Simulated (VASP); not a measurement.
# TaN (Fm-3m) in VASP: further runs

TaN is run at these levels: PBEsol, r2SCAN; tasks: single point.

Everything below comes from runs of VASP 6.6.1. Logs are shortened: lines on timing, memory, paths and dates and some standing lists are left out, and cuts for length are marked.

### Step 1. The cell of the first run

Symmetry: Fm-3m, No. 225, cubic system. The conventional cell has a = 4.376 Å, b = 4.376 Å, c = 4.376 Å, α = 90.00°, β = 90.00°, γ = 90.00°. Ta (site symmetry m-3m) has 6 N at 2.19 Å within 2.9 Å. N (site symmetry m-3m) has 6 Ta at 2.19 Å within 2.9 Å.

### Step 2. Single point, PBEsol

The input, INCAR:

```
ALGO = Normal
EDIFF = 1E-6
ENCUT = 600
GGA = PS
GGA_COMPAT = F
ISIF = 2
ISMEAR = 0
LASPH = T
LCHARG = F
LREAL = F
LWAVE = F
NBANDS = 16
NELM = 120
PREC = Accurate
SIGMA = 0.1
```

The input, KPOINTS:

```
k-points
0
Gamma
  16 16 16
```

The input, POSCAR:

```
TaN
1.0
    0.0000000000      2.1879310204      2.1879310204
    2.1879310204      0.0000000000      2.1879310204
    2.1879310204      2.1879310204      0.0000000000
Ta N
1 1
Direct
    0.5000000000      0.5000000000      0.5000000000
    0.0000000000      0.0000000000      0.0000000000
```

Potentials or basis: VASP PAW PBE potentials, release 64 (Ta_sv_GW, N).

Run with:

```bash
> cat potpaw_PBE.64/Ta_sv_GW/POTCAR potpaw_PBE.64/N/POTCAR > POTCAR
> mpirun -np 1 vasp_std > vasp.out
```

OUTCAR:

```text
EDIFF = 1E-6
   ENCUT = 600
   GGA = PS
   ISIF = 2
   ISMEAR = 0
   LASPH = T
   LREAL = F
   NELM = 120
   PREC = Accurate

 ion  position               nearest neighbor table
   1  0.500  0.500  0.500-   2 2.19   2 2.19   2 2.19   2 2.19   2 2.19   2 2.19
   2  0.000  0.000  0.000-   1 2.19   1 2.19   1 2.19   1 2.19   1 2.19   1 2.19

  LATTYP: Found a face centered cubic cell.
 ALAT       =     4.3758620408

  Lattice vectors:

 A1 = (   0.0000000000,   2.1879310204,   2.1879310204)
 A2 = (   2.1879310204,   0.0000000000,   2.1879310204)
 A3 = (   2.1879310204,   2.1879310204,   0.0000000000)

Analysis of symmetry for initial positions (statically):
=====================================================================
 Subroutine PRICEL returns:
 Original cell was already a primitive cell.

 Routine SETGRP: Setting up the symmetry group for a
 face centered cubic supercell.

 Subroutine GETGRP returns: Found 48 space group operations
 (whereof 48 operations were pure point group operations)
 out of a pool of 48 trial point group operations.

The static configuration has the point symmetry O_h .

Analysis of symmetry for dynamics (positions and initial velocities):
=====================================================================
 Subroutine PRICEL returns:
 Original cell was already a primitive cell.

 Routine SETGRP: Setting up the symmetry group for a
 face centered cubic supercell.

 Subroutine GETGRP returns: Found 48 space group operations
 (whereof 48 operations were pure point group operations)
 out of a pool of 48 trial point group operations.

The dynamic configuration has the point symmetry O_h .

 Subroutine INISYM returns: Found 48 space group operations
 (whereof 48 operations are pure point group operations),
 and found     1 'primitive' translations

----------------------------------------------------------------------------------------

                                     Primitive cell

  volume of cell :      20.9474

  direct lattice vectors                    reciprocal lattice vectors
     0.000000000  2.187931020  2.187931020    -0.228526400  0.228526400  0.228526400
     2.187931020  0.000000000  2.187931020     0.228526400 -0.228526400  0.228526400
     2.187931020  2.187931020  0.000000000     0.228526400  0.228526400 -0.228526400

  length of vectors
     3.094201723  3.094201723  3.094201723     0.395819336  0.395819336  0.395819336

  position of ions in fractional coordinates (direct lattice)
     0.500000000  0.500000000  0.500000000
     0.000000000  0.000000000  0.000000000

  ion indices of the primitive-cell ions
   primitive index   ion index
                 1           1
                 2           2

----------------------------------------------------------------------------------------

 KPOINTS: k-points

Automatic generation of k-mesh.
 Grid dimensions read from file:
 generate k-points for:   16   16   16

 Generating k-lattice:

  Cartesian coordinates                     Fractional coordinates (reciprocal lattice)
    -0.014282900  0.014282900  0.014282900     0.062500000  0.000000000  0.000000000
     0.014282900 -0.014282900  0.014282900     0.000000000  0.062500000  0.000000000
     0.014282900  0.014282900 -0.014282900     0.000000000  0.000000000  0.062500000

  Length of vectors
     0.024738709  0.024738709  0.024738709

  Shift w.r.t. Gamma in fractional coordinates (k-lattice)
     0.000000000  0.000000000  0.000000000

 Subroutine IBZKPT returns following result:
 ===========================================

 Found    145 irreducible k-points:

 Following reciprocal coordinates:
            Coordinates               Weight
  0.000000  0.000000  0.000000      1.000000
  0.062500  0.000000  0.000000      8.000000
  0.125000  0.000000  0.000000      8.000000
  0.187500  0.000000  0.000000      8.000000
  0.250000  0.000000  0.000000      8.000000
  0.312500  0.000000  0.000000      8.000000
[... 16 lines left out ...]
 -0.125000  0.062500  0.000000     24.000000
 -0.062500  0.062500  0.000000     12.000000
 [... further k-points ...]
   k-points           NKPTS =    145   k-points in BZ     NKDIM =    145   number of bands    NBANDS=     16
   number of dos      NEDOS =    301   number of ions     NIONS =      2
   total plane-waves  NPLWV =  21952
   dimension x,y,z NGX =    28 NGY =   28 NGZ =   28
   dimension x,y,z NGXF=    56 NGYF=   56 NGZF=   56
   ions per type =               1   1
   NGX,Y,Z   is equivalent  to a cutoff of  15.04, 15.04, 15.04 a.u.
   NGXF,Y,Z  is equivalent  to a cutoff of  30.09, 30.09, 30.09 a.u.
 SYSTEM =  unknown system
   PREC   = accura    normal or accurate (medium, high low for compatibility)
   ISTART =      0    job   : 0-new  1-cont  2-samecut
   ICHARG =      2    charge: 1-file 2-atom 10-const
   ISPIN  =      1    spin polarized calculation?
   LNONCOLLINEAR =      F non collinear calculations
   LSORBIT =      F    spin-orbit coupling
   LASPH  =      T    aspherical Exc in radial PAW
   ENCUT  =  600.0 eV  44.10 Ry    6.64 a.u.   6.18  6.18  6.18*2*pi/ulx,y,z
   NELM   =    120;   NELMIN=  2; NELMDL= -5     # of ELM steps
   EDIFF  = 0.1E-05   stopping-criterion for ELM
   LREAL  =      F    real-space projection
   EDIFFG = 0.1E-04   stopping-criterion for IOM
   NSW    =      0    number of steps for IOM
   IBRION =     -1    ionic relax: 0-MD 1-quasi-New 2-CG
   NFREE  =      0    steps in history (QN), initial steepest desc. (CG)
   ISIF   =      2    stress and relaxation
   ISYM   =      2    0-nonsym 1-usesym 2-fastsym
   POTIM  = 0.5000    time-step for ionic-motion
   TEBEG  =    0.0;   TEEND  =   0.0 temperature during run
   PSTRESS=    0.0 pullay stress
   NELECT =      18.0000    total number of electrons
   NUPDOWN=      -1.0000    fix difference up-down
   EMIN   =  10.00;   EMAX   =-10.00  energy-range for DOS
   EFERMI =   0.00;   METHOD = LEGACY
   ISMEAR =     0;   SIGMA  =   0.10  broadening in eV -4-tet -1-fermi 0-gaus
   EFERMI_NEDOS =   21; number of points for ismear=-14 and -15
   IALGO  =     38    algorithm
   IMIX   =      4    mixing-type and parameters
     AMIX     =   0.40;   BMIX     =  1.00
     AMIX_MAG =   1.60;   BMIX_MAG =  1.00
  volume/ion in A,a.u.               =      10.47        70.68
  Fermi-wavevector in a.u.,A,eV,Ry     =   1.556403  2.941175 32.958618  2.422390
  Thomas-Fermi vector in A             =   2.660204
   LORBIT       =      0    0 simple, 1 ext, 2 COOP (PROOUT), +10 PAW based schemes
   GGA     = PS    functional components
   LHFCALC =     F    Hartree Fock is set to
   AEXX    =    0.0000 exact exchange contribution
   IVDW    =     0    specifies the selected vdW correction
   LEPSILON=     F    determine dielectric tensor
   LRPA    =     F    only Hartree local field effects (RPA)
 non-spin polarized calculation
 Gauss-broadening in eV      SIGMA  =   0.10
  energy-cutoff  :      600.00
  volume of cell :       20.95
 maximum number of plane-waves:       725
 NGX is ok and might be reduce to    28
   NGX = 13   NGY = 13   NGZ = 13

 number of electron      18.0000000 magnetization

 Free energy of the ion-electron system (eV)
  ---------------------------------------------------
  ext. energy  EPLUGINS =         0.00000000
  ---------------------------------------------------
  free energy    TOTEN  =       -25.75729500 eV

  energy without entropy =      -25.75166504  energy(sigma->0) =      -25.75448002

 E-fermi :  13.8640     XC(G=0): -14.0463

 val. band max:       13.8538555926   @ k =  -0.2500   0.3750   0.1250
 cond. band min:      13.8689209753   @ k =  -0.3125   0.3125   0.1250
 fundamental gap:      0.0150653828
 Fermi energy:        13.8639809504

 k-point     1 :       0.0000    0.0000    0.0000
  band No.  band energies     occupation
      1     -55.6020      2.00000
      2     -21.7800      2.00000
      3     -21.7800      2.00000
      4     -21.7800      2.00000
      5      -5.0388      2.00000
      6      10.0362      2.00000
[... 8 lines left out ...]
     15      23.0114      0.00000
     16      38.3067      0.00000

 k-point     2 :       0.0625    0.0000    0.0000
  band No.  band energies     occupation
      1     -55.5996      2.00000
      2     -21.8176      2.00000
      3     -21.7834      2.00000
      4     -21.7834      2.00000
      5      -4.9403      2.00000
      6       9.5142      2.00000
[... 8 lines left out ...]
     15      23.3100      0.00000
     16      36.7163      0.00000

 k-point     3 :       0.1250    0.0000    0.0000
  band No.  band energies     occupation
      1     -55.5930      2.00000
      2     -21.9233      2.00000
      3     -21.7930      2.00000
      4     -21.7930      2.00000
      5      -4.6557      2.00000
      6       8.4628      2.00000
[... 8 lines left out ...]
     15      24.1395      0.00000
     16      34.4301      0.00000

 k-point     4 :       0.1875    0.0000    0.0000
  band No.  band energies     occupation
      1     -55.5831      2.00000
      2     -22.0777      2.00000
      3     -21.8073      2.00000
      4     -21.8073      2.00000
      5      -4.2154      2.00000
      6       7.2891      2.00000
[... 8 lines left out ...]
     15      25.2758      0.00000
     16      32.3708      0.00000

 k-point     5 :       0.2500    0.0000    0.0000
  band No.  band energies     occupation
      1     -55.5715      2.00000
      2     -22.2544      2.00000
      3     -21.8241      2.00000
      4     -21.8241      2.00000
      5      -3.6654      2.00000
      6       6.1372      2.00000
[... 8 lines left out ...]
     15      26.1651      0.00000
     16      31.1920      0.00000

 k-point     6 :       0.3125    0.0000    0.0000
  band No.  band energies     occupation
      1     -55.5598      2.00000
      2     -22.4257      2.00000
      3     -21.8407      2.00000
      4     -21.8407      2.00000
      5      -3.0649      2.00000
      6       5.0853      2.00000
[... 8 lines left out ...]
     15      26.1061      0.00000
     16      29.5569      0.00000

 k-point     7 :       0.3750    0.0000    0.0000
  band No.  band energies     occupation
      1     -55.5499      2.00000
      2     -22.5670      2.00000
      3     -21.8548      2.00000
      4     -21.8548      2.00000
      5      -2.4909      2.00000
      6       4.2032      2.00000
[... 8 lines left out ...]
     15      25.7394      0.00000
     16      27.7701      0.00000

 k-point     8 :       0.4375    0.0000    0.0000
  band No.  band energies     occupation
      1     -55.5433      2.00000
      2     -22.6595      2.00000
      3     -21.8641      2.00000
      4     -21.8641      2.00000
      5      -2.0518      2.00000
      6       3.5859      2.00000
[... 8 lines left out ...]
     15      25.6756      0.00000
     16      26.4455      0.00000

 k-point     9 :       0.5000    0.0000    0.0000
  band No.  band energies     occupation
      1     -55.5410      2.00000
      2     -22.6916      2.00000
      3     -21.8674      2.00000
      4     -21.8674      2.00000
      5      -1.8812      2.00000
      6       3.3573      2.00000
[... 8 lines left out ...]
     15      25.7147      0.00000
     16      25.9186      0.00000
[... 172 lines left out ...]
 k-point    19 :      -0.3750    0.0625    0.0000
  band No.  band energies     occupation
      1     -55.5462      2.00000
      2     -22.5936      2.00000
      3     -21.8928      2.00000
      4     -21.8538      2.00000
      5      -2.3518      2.00000
      6       4.0180      2.00000
[... 8 lines left out ...]
     15      25.5527      0.00000
     16      27.0428      0.00000

 k-point    20 :      -0.3125    0.0625    0.0000
  band No.  band energies     occupation
      1     -55.5551      2.00000
      2     -22.4709      2.00000
      3     -21.8836      2.00000
      4     -21.8362      2.00000
      5      -2.8606      2.00000
      6       4.7590      2.00000
[... 8 lines left out ...]
     15      25.9473      0.00000
     16      28.2353      0.00000

 k-point    21 :      -0.2500    0.0625    0.0000
  band No.  band energies     occupation
      1     -55.5660      2.00000
      2     -22.3129      2.00000
      3     -21.8680      2.00000
      4     -21.8176      2.00000
      5      -3.4331      2.00000
      6       5.6876      2.00000
[... 8 lines left out ...]
     15      26.3629      0.00000
     16      29.4193      0.00000

 k-point    22 :      -0.1875    0.0625    0.0000
  band No.  band energies     occupation
      1     -55.5776      2.00000
      2     -22.1418      2.00000
      3     -21.8482      2.00000
      4     -21.8008      2.00000
      5      -3.9848      2.00000
      6       6.7264      2.00000
[... 8 lines left out ...]
     15      25.8301      0.00000
     16      30.8259      0.00000

 k-point    23 :      -0.1250    0.0625    0.0000
  band No.  band energies     occupation
      1     -55.5881      2.00000
      2     -21.9846      2.00000
      3     -21.8264      2.00000
      4     -21.7884      2.00000
      5      -4.4513      2.00000
      6       7.8011      2.00000
[... 8 lines left out ...]
     15      24.7246      0.00000
     16      32.8704      0.00000

 k-point    24 :      -0.0625    0.0625    0.0000
  band No.  band energies     occupation
      1     -55.5958      2.00000
      2     -21.8696      2.00000
      3     -21.8036      2.00000
      4     -21.7822      2.00000
      5      -4.7817      2.00000
      6       8.8068      2.00000
[... 8 lines left out ...]
     15      23.7847      0.00000
     16      35.1409      0.00000

 [... further k-points ...]

------------------------ aborting loop because EDIFF is reached ----------------------------------------

  FORCE on cell =-STRESS in cart. coord.  units (eV):
  Direction    XX          YY          ZZ          XY          YZ          ZX
  --------------------------------------------------------------------------------------
  -------------------------------------------------------------------------------------
  Total        0.0085767      0.0085767      0.0085767     -0.0000000     -0.0000000      0.0000000
  in kB        0.6559944      0.6559944      0.6559944     -0.0000000     -0.0000000      0.0000000
  external PRESSURE =       0.6559944 kB  Pullay stress =       0.0000000 kB

 VOLUME and BASIS-vectors are now :
 -----------------------------------------------------------------------------
  energy-cutoff  :      600.00
  volume of cell :       20.95
      direct lattice vectors                 reciprocal lattice vectors
     0.000000000  2.187931020  2.187931020    -0.228526400  0.228526400  0.228526400
     2.187931020  0.000000000  2.187931020     0.228526400 -0.228526400  0.228526400
     2.187931020  2.187931020  0.000000000     0.228526400  0.228526400 -0.228526400

 POSITION                                       TOTAL-FORCE (eV/Angst)
 -----------------------------------------------------------------------------------
      2.18793      2.18793      2.18793        -0.000000      0.000000     -0.000000
      0.00000      0.00000      0.00000         0.000000     -0.000000      0.000000
 -----------------------------------------------------------------------------------
    total drift:                                0.000000      0.000000      0.000000

  FREE ENERGIE OF THE ION-ELECTRON SYSTEM (eV)
  ---------------------------------------------------
  free  energy   TOTEN  =       -25.7572949988 eV

  energy  without entropy=      -25.7516650356  energy(sigma->0) =      -25.75448002
```

It took 66 s on 1 thread of AMD EPYC 7R13 (Zen 3), shared host; peak memory 0.19 GiB.

What came out:

```
Free energy            : -25.7573 eV
Pressure               : 0.1 GPa
Band gap on the k mesh : zero (band 9 reaches 15.84 eV, above the bottom of band 10 at 11.71 eV)
```

Levels at points of the mesh, in eV from the Fermi level:
| k point | band 7 | band 8 | band 9 | band 10 | band 11 | band 12 |
| --- | --- | --- | --- | --- | --- | --- |
| (0.00, 0.00, 0.00) | -3.83 | -3.83 | -2.15 | -2.15 | -2.15 | 0.05 |
| (0.50, 0.00, 0.00) | -7.68 | -7.68 | 1.97 | 1.97 | 2.06 | 3.83 |
| (0.50, 0.50, 0.00) | -5.58 | -4.63 | -4.63 | 2.16 | 3.67 | 3.67 |

Caveat: the PAW data sets were made with another functional, which shifts forces and pressure a little; spin-orbit coupling is left out, which moves the levels of the heavy elements.

### Step 3. Single point, r2SCAN

POSCAR is that of step 2.

The input, INCAR.step1:

```
PREC = Accurate
ENCUT = 660
ISMEAR = 0
SIGMA = 0.1
LREAL = False
LASPH = True
NELM = 120
NBANDS = 16
GGA = PE
ALGO = Normal
EDIFF = 1E-5
LWAVE = True
LCHARG = False
GGA_COMPAT = False
```

The input, INCAR.step2:

```
PREC = Accurate
ENCUT = 660
EDIFF = 1E-6
ISMEAR = 0
SIGMA = 0.1
LREAL = False
LASPH = True
NELM = 120
ALGO = Normal
ISIF = 2
LWAVE = False
LCHARG = False
METAGGA = R2SCAN
LMIXTAU = True
NBANDS = 16
ISTART = 1
GGA_COMPAT = False
```

The input, KPOINTS:

```
Automatic mesh
0
Gamma
  16 16 16
```

Potentials or basis: VASP PAW PBE potentials, release 64 (Ta_sv_GW, N).

Run with:

```bash
> cat potpaw_PBE.64/Ta_sv_GW/POTCAR potpaw_PBE.64/N/POTCAR > POTCAR
> cp INCAR.step1 INCAR
> mpirun -np 1 vasp_std > vasp.out
> cp INCAR.step2 INCAR
> mpirun -np 1 vasp_std > vasp.out
```

Run time: 2.9 min. Hardware: 1 thread of AMD EPYC 9R45 (Zen 5), shared host; peak memory 0.2 GiB.

It converged, with:

| Quantity | Value |
| --- | --- |
| Free energy | -62.2022 eV |
| Pressure | 5.1 GPa |
| Band gap on the k mesh | zero (band 9 reaches 16.09 eV, above the bottom of band 10 at 11.91 eV) |

Levels at points of the mesh, in eV from the Fermi level:
| k point | band 6 | band 7 | band 8 | band 9 | band 10 | band 11 | band 12 | band 13 |
| --- | --- | --- | --- | --- | --- | --- | --- | --- |
| (0.00, 0.00, 0.00) | -4.19 | -4.19 | -4.19 | -2.19 | -2.19 | -2.19 | 0.18 | 0.18 |
| (0.50, 0.00, 0.00) | -10.94 | -8.08 | -8.08 | 1.99 | 1.99 | 2.12 | 4.08 | 8.01 |
| (0.50, 0.50, 0.00) | -7.12 | -5.70 | -5.04 | -5.04 | 2.31 | 3.65 | 3.65 | 4.90 |

Caveat: the PAW data sets were made with another functional, which shifts forces and pressure a little; spin-orbit coupling is left out, which moves the levels of the heavy elements.
